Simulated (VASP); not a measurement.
Crystal: O.

```
CELL_PARAMETERS angstrom
1.77559 0.00000 0.00000
0.00000 1.77559 0.00000
0.00000 0.00000 3.05305
ATOMIC_POSITIONS crystal
O 0.00000 0.00000 0.00000
```

Base run:

- Program: VASP 6.6.1
- Functional: r2SCAN
- Potentials or basis: VASP PAW PBE potentials, release 64 (O)
- Cutoff: 660 eV
- k mesh: 18 × 18 × 11
- Occupations: fermi-dirac, width 0.15 eV
- Spin: no spin polarisation

Its results: band gap on the k mesh zero (bands 3 and 4 overlap by 5.61 eV); pressure -0.7 GPa.

Task: The run is repeated on the same cell with these changes: occupations from fermi-dirac, width 0.15 eV to fermi-dirac, width 0.05 eV. What comes out?

Result: Band gap on the k mesh zero (bands 3 and 4 overlap by 5.61 eV); pressure -1.3 GPa.

Caveats: the PAW data sets were made with another functional, which shifts forces and pressure a little.
